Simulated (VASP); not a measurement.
A run of VASP 6.6.1 is set up as follows.

INCAR

```
SYSTEM = SnSe2
  ALGO = Normal
  EDIFF = 1E-7
  ENCUT = 520
  GGA = PE
  ISIF = 2
  ISMEAR = 0
  LASPH = .TRUE.
  LCHARG = .TRUE.
  LELF = .TRUE.
  LREAL = .FALSE.
  LVHAR = .TRUE.
  LWAVE = .FALSE.
  NBANDS = 20
  NELM = 80
  PREC = Accurate
  SIGMA = 0.01
```

File KPOINTS:

```
k-points
0
G
  6 6 4
  0 0 0
```

Contents of POSCAR:

```
SnSe2
1.0
    3.8251638404      0.0000000000      0.0000000000
   -1.9125819202      3.3126890594      0.0000000000
    0.0000000000      0.0000000000      6.2270561301
Sn Se
1 2
Direct
    0.0000000000      0.0000000000      0.0000000000
    0.3333333333      0.6666666667      0.2530760434
    0.6666666667      0.3333333333      0.7469239566
```

Potentials or basis: VASP PAW PBE potentials, release 64 (Sn_d, Se).

Run with:

```console
$ cat potpaw_PBE.64/Sn_d/POTCAR potpaw_PBE.64/Se/POTCAR > POTCAR
$ mpirun -np 1 vasp_std > vasp.out
```

Problem. Estimate the pressure.

Solution. 3.0 GPa.

Problem. Estimate the band gap on the k mesh.

Solution. 0.79 eV, indirect (least direct gap 1.12 eV).

Problem. Predict the largest force.

Solution. 0.262 eV/Å.

Forces on the atoms (eV/Å):
```
Sn   0.000  0.000  0.000
Se   0.000  0.000  0.262
Se   0.000  0.000 -0.262
```

Caveat: spin-orbit coupling is left out, which moves the levels of the heavy elements; this functional lacks dispersion, which binds the layers, so the pressure and a relaxed spacing across them are unreliable. A k mesh can miss the band edges.
